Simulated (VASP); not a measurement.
Set up this calculation in VASP 6.6.1, as the native input.

* Task: single point
* Functional: PBEsol
* Potentials or basis: VASP PAW PBE potentials, release 64 (Sb)
* Cutoff: 520 eV
* k mesh: 6 × 6 × 4
* Occupations: fermi-dirac, width 0.05 eV
* Spin: no spin polarisation
* Dipole correction: no
* Further INCAR settings: ALGO = Normal; EDIFF = 1e-06; NBANDS = 18

The structure of Sb lies in POSCAR:

```
Sb
1.0
    4.6165009761      0.0000000000      0.0000000000
    0.0000000000      4.5078102492      0.0000000000
   -1.3464181047      0.0000000000      6.4891708272
Sb
4
Direct
    0.3399300000      0.2500000000      0.6836700000
    0.9366380000      0.7500000000      0.7627580000
    0.0633620000      0.2500000000      0.2372420000
    0.6600700000      0.7500000000      0.3163300000
```

This cell differs from its parent crystal: volume scaled by 1.06.

One way to write it, as run:

INCAR

```
SYSTEM = Sb
PREC = Accurate
ENCUT = 520
EDIFF = 1E-6
ISMEAR = -1
SIGMA = 0.05
LREAL = .False.
LASPH = .True.
NELM = 100
ALGO = Normal
ISIF = 2
LWAVE = .False.
LCHARG = .False.
GGA = PS
NBANDS = 18
```

KPOINTS

```
regular mesh
0
Gamma
  6 6 4
  0 0 0
```

Potentials or basis: VASP PAW PBE potentials, release 64 (Sb).

The run is started by

```console
$ cat potpaw_PBE.64/Sb/POTCAR > POTCAR
$ mpirun -np 1 vasp_std > vasp.out
```

It gave:

* Pressure: -4.5 GPa
* Largest force: 0.414 eV/Å
* Band gap on the k mesh: zero (band 10 reaches 5.75 eV, above the bottom of band 11 at 5.39 eV)

Caveat: the PAW data sets were made with another functional, which shifts forces and pressure a little; spin-orbit coupling is left out, which moves the levels of the heavy elements.

Wall time 72 s on 1 thread of Intel(R) Xeon(R) Platinum 8375C CPU @ 2.90GHz (Ice Lake), with other jobs on the host, peak memory 0.29 GiB.
